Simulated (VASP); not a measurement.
Input of a VASP 6.6.1 run:

The input INCAR:

```
SYSTEM = K7Mg7InF24
PREC = Accurate ; ENCUT = 520
EDIFF = 1E-6 ; ISMEAR = -1
SIGMA = 0.05 ; LREAL = Auto
LASPH = .TRUE. ; NELM = 120
ALGO = Normal ; ISIF = 2
LWAVE = .FALSE. ; LCHARG = .FALSE.
GGA = PE ; ISYM = -1
NBANDS = 154 ; GGA_COMPAT = .FALSE.
```

File KPOINTS:

```
explicit points
1
Reciprocal
  0.25000000   0.25000000   0.25000000 1
```

File POSCAR:

```
K7Mg7InF24
1.0
    7.9825440000      0.0000000000      0.0000000000
    0.0000000000      7.9825440000      0.0000000000
    0.0000000000      0.0000000000      7.9825440000
K In Mg F
7 1 7 24
Direct
    0.9947560000      0.9913550000      0.5023740000
    0.0024340000      0.4931150000      0.0086030000
    0.9876830000      0.5032560000      0.4983010000
    0.5060270000      0.9995450000      0.0007370000
    0.5058660000      0.9993790000      0.5018450000
    0.5055770000      0.5031130000      0.0043640000
    0.5102020000      0.4960690000      0.5003320000
    0.2542760000      0.2547080000      0.2534440000
    0.2486180000      0.2454190000      0.7472710000
    0.2525180000      0.7418160000      0.2496830000
    0.2597440000      0.7467420000      0.7475990000
    0.7483780000      0.2509550000      0.2617250000
    0.7483680000      0.2517730000      0.7421240000
    0.7521550000      0.7442520000      0.2541690000
    0.7497610000      0.7459540000      0.7532500000
    0.2444990000      0.2537720000      0.9967820000
    0.2548660000      0.2515770000      0.4997090000
    0.2525400000      0.7492430000      0.9963080000
    0.2531060000      0.7455340000      0.5038040000
    0.7596230000      0.2543050000      0.9995480000
    0.7533160000      0.2571950000      0.5002380000
    0.7501110000      0.7604190000      0.0028640000
    0.7436340000      0.7485710000      0.5032980000
    0.9936330000      0.2553780000      0.2589480000
    0.0098070000      0.2536820000      0.7540680000
    0.0022200000      0.7579670000      0.2551590000
    0.0039000000      0.7507060000      0.7561480000
    0.4887830000      0.2541890000      0.2472570000
    0.5085810000      0.2598300000      0.7448200000
    0.5045090000      0.7535580000      0.2453580000
    0.5062690000      0.7438790000      0.7470550000
    0.2581910000      0.9996100000      0.2445740000
    0.2473570000      0.0007440000      0.7454740000
    0.2460900000      0.4996490000      0.2557280000
    0.2457320000      0.5051430000      0.7458190000
    0.7479770000      0.9993200000      0.2477980000
    0.7424050000      0.0032370000      0.7482870000
    0.7432620000      0.5022620000      0.2498300000
    0.7400980000      0.5046140000      0.7451980000
```

Potentials or basis: VASP PAW PBE potentials, release 64 (K_sv, In_d, Mg, F).

Command:

```sh
$ cat potpaw_PBE.64/K_sv/POTCAR potpaw_PBE.64/In_d/POTCAR potpaw_PBE.64/Mg/POTCAR potpaw_PBE.64/F/POTCAR > POTCAR
$ mpirun -np 1 vasp_std > vasp.out
```

Task: What does it give for the largest force?

Result: 5.347 eV/Å.

Task: Estimate the band gap on the k mesh.

Result: 5.87 eV.

Task: Predict the pressure.

Result: 5.9 GPa.

Stress tensor (GPa, compression positive):
```
 6.58 -0.29 -0.21
-0.29  5.75 -0.12
-0.21 -0.12  5.42
```

Caveat: spin-orbit coupling is left out, which moves the levels of the heavy elements.
